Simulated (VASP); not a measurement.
Input of a VASP 6.6.1 run:

The input INCAR:

```
PREC = Accurate
ENCUT = 600
EDIFF = 1E-6
ISMEAR = 0
SIGMA = 0.02
LREAL = False
LASPH = True
NELM = 120
ALGO = Normal
ISIF = 2
LWAVE = False
LCHARG = True
GGA = PE
IVDW = 12
LELF = True
LVHAR = True
NBANDS = 18
GGA_COMPAT = False
```

File KPOINTS:

```
regular mesh
0
Gamma
  7 7 5
```

POSCAR

```
HfO2
1.0
    3.5385154122      0.0000000000      0.0000000000
   -1.7692577061      3.0644442386      0.0000000000
    0.0000000000      0.0000000000      2.6437877763
Hf O
1 2
Direct
    0.0000000000      0.0000000000      0.0000000000
    0.3333333333      0.6666666667      0.5000000000
    0.6666666667      0.3333333333      0.5000000000
```

Potentials or basis: VASP PAW PBE potentials, release 64 (Hf_pv, O).

Command:

```bash
$ cat potpaw_PBE.64/Hf_pv/POTCAR potpaw_PBE.64/O/POTCAR > POTCAR
$ mpirun -np 1 vasp_std > vasp.out
```

(1) Predict the band gap on the k mesh.

(2) Estimate the dispersion energy per atom.

## Answers

(1) zero (band 11 reaches 7.96 eV, above the bottom of band 12 at 6.12 eV).

(2) -0.272 eV.

Caveat: the k points lie up to 0.48 Å⁻¹ apart; three body term missing; spin-orbit coupling is left out, which moves the levels of the heavy elements.
